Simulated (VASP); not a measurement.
# AlN (P6_3mc) in VASP: notebook

AlN is run at these levels: r2SCAN; tasks: single point.

All numbers are computed with VASP 6.6.1; they aren't measurements. Logs are shortened: lines on timing, memory, paths and dates and some standing lists are left out, and cuts for length are marked.

## Step 1: The cell of the first run

It takes space group P6_3mc (No. 186, hexagonal). Conventional cell: a = 3.153 Å, b = 3.153 Å, c = 4.936 Å, α = 90.00°, β = 90.00°, γ = 120.00°. Within 2.5 Å of Al (site symmetry 3m) lie 4 N at 1.90 to 1.91 Å. N (site symmetry 3m) has 4 Al at 1.90 to 1.91 Å within 2.5 Å.

## Step 2: Single point, r2SCAN (biaxial strain in the a-b plane: +1.5 %, then relaxed in part)

POSCAR reads:

```
AlN
1.0
    3.1532975096      0.0000000000      0.0000000000
   -1.5766487548      2.7308357490      0.0000000000
    0.0000000000      0.0000000000      4.9361521445
Al N
2 2
Direct
    0.6666666667      0.3333333333      0.4971691666
    0.3333333333      0.6666666667      0.9971691666
    0.6666666667      0.3333333333      0.8828308334
    0.3333333333      0.6666666667      0.3828308334
```

INCAR.step1 reads:

```
SYSTEM = AlN
  PREC = Accurate
  ENCUT = 520
  ISMEAR = 0
  SIGMA = 0.02
  LREAL = .False.
  LASPH = .True.
  NELM = 60
  NBANDS = 16
  GGA = PE
  ALGO = Normal
  EDIFF = 1E-4
  LWAVE = .True.
  LCHARG = .False.
```

INCAR.step2 reads:

```
SYSTEM = AlN
  PREC = Accurate
  ENCUT = 520
  EDIFF = 1E-6
  ISMEAR = 0
  SIGMA = 0.02
  LREAL = .False.
  LASPH = .True.
  NELM = 60
  ALGO = Normal
  ISIF = 2
  LWAVE = .False.
  LCHARG = .False.
  METAGGA = R2SCAN
  LMIXTAU = .True.
  NBANDS = 16
  ISTART = 1
```

KPOINTS reads:

```
Automatic mesh
0
Gamma
  12 12 6
  0 0 0
```

Potentials or basis: VASP PAW PBE potentials, release 64 (Al, N).

Command:

```sh
$ cat potpaw_PBE.64/Al/POTCAR potpaw_PBE.64/N/POTCAR > POTCAR
$ cp INCAR.step1 INCAR
$ mpirun -np 1 vasp_std > vasp.out
$ cp INCAR.step2 INCAR
$ mpirun -np 1 vasp_std > vasp.out
```

OUTCAR:

```text
SYSTEM = AlN
   PREC = Accurate
   ENCUT = 520
   EDIFF = 1E-6
   ISMEAR = 0
   LREAL = .False.
   LASPH = .True.
   NELM = 60
   ISIF = 2
   METAGGA = R2SCAN
   ISTART = 1

 ion  position               nearest neighbor table
   1  0.667  0.333  0.497-   3 1.90   4 1.91   4 1.91   4 1.91   2 3.07   2 3.07   2 3.07   2 3.07
                             2 3.07   2 3.07
   2  0.333  0.667  0.997-   4 1.90   3 1.91   3 1.91   3 1.91   1 3.07   1 3.07   1 3.07   1 3.07
                             1 3.07   1 3.07
   3  0.667  0.333  0.883-   1 1.90   2 1.91   2 1.91   2 1.91
   4  0.333  0.667  0.383-   2 1.90   1 1.91   1 1.91   1 1.91

  LATTYP: Found a hexagonal cell.
 ALAT       =     3.1532975096
 C/A-ratio  =     1.5653937281

  Lattice vectors:

 A1 = (   3.1532975096,   0.0000000000,   0.0000000000)
 A2 = (  -1.5766487548,   2.7308357490,   0.0000000000)
 A3 = (   0.0000000000,   0.0000000000,   4.9361521445)

Analysis of symmetry for initial positions (statically):
=====================================================================
 Subroutine PRICEL returns:
 Original cell was already a primitive cell.

 Routine SETGRP: Setting up the symmetry group for a
 hexagonal supercell.

 Subroutine GETGRP returns: Found 12 space group operations
 (whereof  6 operations were pure point group operations)
 out of a pool of 24 trial point group operations.

The static configuration has the point symmetry C_3v.
 The point group associated with its full space group is C_6v.

Analysis of symmetry for dynamics (positions and initial velocities):
=====================================================================
 Subroutine PRICEL returns:
 Original cell was already a primitive cell.

 Routine SETGRP: Setting up the symmetry group for a
 hexagonal supercell.

 Subroutine GETGRP returns: Found 12 space group operations
 (whereof  6 operations were pure point group operations)
 out of a pool of 24 trial point group operations.

The dynamic configuration has the point symmetry C_3v.
 The point group associated with its full space group is C_6v.

 Subroutine INISYM returns: Found 12 space group operations
 (whereof  6 operations are pure point group operations),
 and found     1 'primitive' translations

----------------------------------------------------------------------------------------

                                     Primitive cell

  volume of cell :      42.5059

  direct lattice vectors                    reciprocal lattice vectors
     3.153297510  0.000000000  0.000000000     0.317128338  0.183094132  0.000000000
    -1.576648755  2.730835749  0.000000000     0.000000000  0.366188263  0.000000000
     0.000000000  0.000000000  4.936152145     0.000000000  0.000000000  0.202586948

  length of vectors
     3.153297510  3.153297510  4.936152145     0.366188263  0.366188263  0.202586948

  position of ions in fractional coordinates (direct lattice)
     0.666666667  0.333333333  0.497169167
     0.333333333  0.666666667  0.997169167
     0.666666667  0.333333333  0.882830833
     0.333333333  0.666666667  0.382830833

  ion indices of the primitive-cell ions
   primitive index   ion index
                 1           1
                 2           2
                 3           3
                 4           4

----------------------------------------------------------------------------------------

 KPOINTS: Automatic mesh

Automatic generation of k-mesh.
 Grid dimensions read from file:
 generate k-points for:   12   12    6

 Generating k-lattice:

  Cartesian coordinates                     Fractional coordinates (reciprocal lattice)
     0.026427362  0.015257844  0.000000000     0.083333333  0.000000000  0.000000000
     0.000000000  0.030515689  0.000000000     0.000000000  0.083333333  0.000000000
     0.000000000  0.000000000  0.033764491     0.000000000  0.000000000  0.166666667

  Length of vectors
     0.030515689  0.030515689  0.033764491

  Shift w.r.t. Gamma in fractional coordinates (k-lattice)
     0.000000000  0.000000000  0.000000000

 Subroutine IBZKPT returns following result:
 ===========================================

 Found     76 irreducible k-points:

 Following reciprocal coordinates:
            Coordinates               Weight
  0.000000  0.000000  0.000000      1.000000
  0.083333  0.000000  0.000000      6.000000
  0.166667  0.000000  0.000000      6.000000
  0.250000  0.000000  0.000000      6.000000
  0.333333  0.000000  0.000000      6.000000
  0.416667  0.000000  0.000000      6.000000
[... 16 lines left out ...]
  0.250000  0.000000  0.166667     12.000000
  0.333333  0.000000  0.166667     12.000000
 [... further k-points ...]
   k-points           NKPTS =     76   k-points in BZ     NKDIM =     76   number of bands    NBANDS=     16
   number of dos      NEDOS =    301   number of ions     NIONS =      4
   total plane-waves  NPLWV =  23040
   dimension x,y,z NGX =    24 NGY =   24 NGZ =   40
   dimension x,y,z NGXF=    48 NGYF=   48 NGZF=   80
   ions per type =               2   2
   NGX,Y,Z   is equivalent  to a cutoff of  12.65, 12.65, 13.47 a.u.
   NGXF,Y,Z  is equivalent  to a cutoff of  25.31, 25.31, 26.94 a.u.
 SYSTEM =  AlN
   PREC   = accura    normal or accurate (medium, high low for compatibility)
   ISTART =      1    job   : 0-new  1-cont  2-samecut
   ICHARG =      0    charge: 1-file 2-atom 10-const
   ISPIN  =      1    spin polarized calculation?
   LNONCOLLINEAR =      F non collinear calculations
   LSORBIT =      F    spin-orbit coupling
   LASPH  =      T    aspherical Exc in radial PAW
   ENCUT  =  520.0 eV  38.22 Ry    6.18 a.u.   5.86  5.86  9.18*2*pi/ulx,y,z
   NELM   =     60;   NELMIN=  2; NELMDL=  0     # of ELM steps
   EDIFF  = 0.1E-05   stopping-criterion for ELM
   LREAL  =      F    real-space projection
   EDIFFG = 0.1E-04   stopping-criterion for IOM
   NSW    =      0    number of steps for IOM
   IBRION =     -1    ionic relax: 0-MD 1-quasi-New 2-CG
   NFREE  =      0    steps in history (QN), initial steepest desc. (CG)
   ISIF   =      2    stress and relaxation
   ISYM   =      2    0-nonsym 1-usesym 2-fastsym
   POTIM  = 0.5000    time-step for ionic-motion
   TEBEG  =    0.0;   TEEND  =   0.0 temperature during run
   PSTRESS=    0.0 pullay stress
   NELECT =      16.0000    total number of electrons
   NUPDOWN=      -1.0000    fix difference up-down
   EMIN   =  10.00;   EMAX   =-10.00  energy-range for DOS
   EFERMI =   0.00;   METHOD = LEGACY
   ISMEAR =     0;   SIGMA  =   0.02  broadening in eV -4-tet -1-fermi 0-gaus
   EFERMI_NEDOS =   21; number of points for ismear=-14 and -15
   IALGO  =     38    algorithm
   IMIX   =      4    mixing-type and parameters
     AMIX     =   0.40;   BMIX     =  1.00
     AMIX_MAG =   1.60;   BMIX_MAG =  1.00
  volume/ion in A,a.u.               =      10.63        71.71
  Fermi-wavevector in a.u.,A,eV,Ry     =   1.182039  2.233730 19.010280  1.397216
  Thomas-Fermi vector in A             =   2.318301
   LORBIT       =      0    0 simple, 1 ext, 2 COOP (PROOUT), +10 PAW based schemes
   METAGGA = R2SCAN    functional components
   LHFCALC =     F    Hartree Fock is set to
   AEXX    =    0.0000 exact exchange contribution
   IVDW    =     0    specifies the selected vdW correction
   LEPSILON=     F    determine dielectric tensor
   LRPA    =     F    only Hartree local field effects (RPA)
 non-spin polarized calculation
 Gauss-broadening in eV      SIGMA  =   0.02
  energy-cutoff  :      520.00
  volume of cell :       42.51
 maximum number of plane-waves:      1164
 NGX is ok and might be reduce to    24
   NGX = 11   NGY = 11   NGZ = 19

 number of electron      16.0000001 magnetization

 Free energy of the ion-electron system (eV)
  ---------------------------------------------------
  ext. energy  EPLUGINS =         0.00000000
  ---------------------------------------------------
  free energy    TOTEN  =       -38.42754969 eV

  energy without entropy =      -38.42754969  energy(sigma->0) =      -38.42754969

 E-fermi :   5.9507     XC(G=0): -11.3215

 val. band max:        5.8592654318   @ k =   0.0000   0.0000   0.0000
 cond. band min:      10.4568479265   @ k =   0.0000   0.0000   0.0000
 fundamental gap:      4.5975824947
 Fermi energy:         5.9507202256

 k-point     1 :       0.0000    0.0000    0.0000
  band No.  band energies     occupation
      1     -10.1361      2.00000
      2      -7.9808      2.00000
      3      -0.1714      2.00000
      4       4.7267      2.00000
      5       4.7267      2.00000
      6       5.4522      2.00000
[... 8 lines left out ...]
     15      19.4898      0.00000
     16      20.0912      0.00000

 k-point     2 :       0.0833    0.0000    0.0000
  band No.  band energies     occupation
      1     -10.0509      2.00000
      2      -7.9363      2.00000
      3      -0.0679      2.00000
      4       4.3323      2.00000
      5       4.6104      2.00000
      6       5.0565      2.00000
[... 8 lines left out ...]
     15      19.5828      0.00000
     16      19.7774      0.00000

 k-point     3 :       0.1667    0.0000    0.0000
  band No.  band energies     occupation
      1      -9.8030      2.00000
      2      -7.8162      2.00000
      3       0.2371      2.00000
      4       3.3628      2.00000
      5       4.2036      2.00000
      6       4.3361      2.00000
[... 8 lines left out ...]
     15      18.9448      0.00000
     16      19.1476      0.00000

 k-point     4 :       0.2500    0.0000    0.0000
  band No.  band energies     occupation
      1      -9.4190      2.00000
      2      -7.6623      2.00000
      3       0.7244      2.00000
      4       2.2243      2.00000
      5       3.2625      2.00000
      6       4.0207      2.00000
[... 8 lines left out ...]
     15      18.7565      0.00000
     16      19.5868      0.00000

 k-point     5 :       0.3333    0.0000    0.0000
  band No.  band energies     occupation
      1      -8.9517      2.00000
      2      -7.5436      2.00000
      3       1.2162      2.00000
      4       1.3541      2.00000
      5       2.4265      2.00000
      6       3.7465      2.00000
[... 8 lines left out ...]
     15      18.7667      0.00000
     16      20.8173      0.00000

 k-point     6 :       0.4167    0.0000    0.0000
  band No.  band energies     occupation
      1      -8.5008      2.00000
      2      -7.5301      2.00000
      3       0.5368      2.00000
      4       1.8280      2.00000
      5       2.0334      2.00000
      6       3.5641      2.00000
[... 8 lines left out ...]
     15      19.0702      0.00000
     16      21.7722      0.00000
[... 267 lines left out ...]
 k-point    21 :       0.0833    0.0000    0.1667
  band No.  band energies     occupation
      1      -9.9433      2.00000
      2      -8.1329      2.00000
      3       0.2836      2.00000
      4       4.3894      2.00000
      5       4.6617      2.00000
      6       4.7832      2.00000
[... 8 lines left out ...]
     15      19.1488      0.00000
     16      19.2002      0.00000

 k-point    22 :       0.1667    0.0000    0.1667
  band No.  band energies     occupation
      1      -9.6996      2.00000
      2      -7.9953      2.00000
      3       0.5267      2.00000
      4       3.4467      2.00000
      5       3.9704      2.00000
      6       4.3983      2.00000
[... 8 lines left out ...]
     15      19.0068      0.00000
     16      19.3009      0.00000

 k-point    23 :       0.2500    0.0000    0.1667
  band No.  band energies     occupation
      1      -9.3235      2.00000
      2      -7.8114      2.00000
      3       0.8372      2.00000
      4       2.4155      2.00000
      5       3.0783      2.00000
      6       4.0925      2.00000
[... 8 lines left out ...]
     15      18.9626      0.00000
     16      19.7009      0.00000

 k-point    24 :       0.3333    0.0000    0.1667
  band No.  band energies     occupation
      1      -8.8691      2.00000
      2      -7.6515      2.00000
      3       0.8041      2.00000
      4       1.8122      2.00000
      5       2.4321      2.00000
      6       3.8250      2.00000
[... 8 lines left out ...]
     15      19.0662      0.00000
     16      20.7457      0.00000

 [... further k-points ...]
[... 5 lines left out ...]
  --------------------------------------------------------------------------------------
  -------------------------------------------------------------------------------------
  Total       -1.9437803     -1.9437803     -0.0900291      0.0000000     -0.0000000      0.0000000
  in kB      -73.2670496    -73.2670496     -3.3934732      0.0000000     -0.0000000      0.0000000
  external PRESSURE =     -49.9758575 kB  Pullay stress =       0.0000000 kB

 VOLUME and BASIS-vectors are now :
 -----------------------------------------------------------------------------
  energy-cutoff  :      520.00
  volume of cell :       42.51
      direct lattice vectors                 reciprocal lattice vectors
     3.153297510  0.000000000  0.000000000     0.317128338  0.183094132  0.000000000
    -1.576648755  2.730835749  0.000000000     0.000000000  0.366188263  0.000000000
     0.000000000  0.000000000  4.936152145     0.000000000  0.000000000  0.202586948

 POSITION                                       TOTAL-FORCE (eV/Angst)
 -----------------------------------------------------------------------------------
      1.57665      0.91028      2.45410         0.000000     -0.000000     -0.003077
     -0.00000      1.82056      4.92218        -0.000000     -0.000000     -0.003077
      1.57665      0.91028      4.35779        -0.000000     -0.000000      0.003077
     -0.00000      1.82056      1.88971         0.000000      0.000000      0.003077
 -----------------------------------------------------------------------------------
    total drift:                               -0.000000      0.000000     -0.025787

  FREE ENERGIE OF THE ION-ELECTRON SYSTEM (eV)
  ---------------------------------------------------
  free  energy   TOTEN  =       -38.4275496946 eV

  energy  without entropy=      -38.4275496946  energy(sigma->0) =      -38.42754969
```

Wall time 85 s (1 thread of Intel Xeon Platinum 8488C (Sapphire Rapids), shared host); peak memory 0.18 GiB.

What came out:

```
Free energy            : -38.4275 eV
Pressure               : -5.0 GPa
Largest force          : 0.003 eV/Å
Band gap on the k mesh : 4.60 eV, direct
```

Forces in eV/Å, atoms in the order of the input:
```
Al   0.000  0.000 -0.003
Al   0.000  0.000 -0.003
N    0.000  0.000  0.003
N    0.000  0.000  0.003
```

Levels at points of the mesh, in eV from the valence-band top:
```
           k point  band 5  band 6  band 7  band 8  band 9  band 10  band 11  band 12
(0.00, 0.00, 0.00)   -1.13   -0.41   -0.41    0.00    4.60     7.00    11.46    11.52
(0.50, 0.00, 0.00)   -3.46   -2.36   -1.84   -0.84    6.23     6.44     8.71    10.98
(0.00, 0.00, 0.50)   -0.78   -0.78   -0.78   -0.78    6.86     6.86    11.10    11.10
(0.50, 0.00, 0.50)   -1.68   -1.68   -1.42   -1.42    5.86     5.86     9.89     9.89
```

Caveat: the cell differs from its parent crystal (biaxial strain in the a-b plane: +1.5 %, then relaxed in part); the PAW data sets were made with another functional, which shifts forces and pressure a little. A k mesh can miss the band edges.

(Part 1 of 2 ends here.)
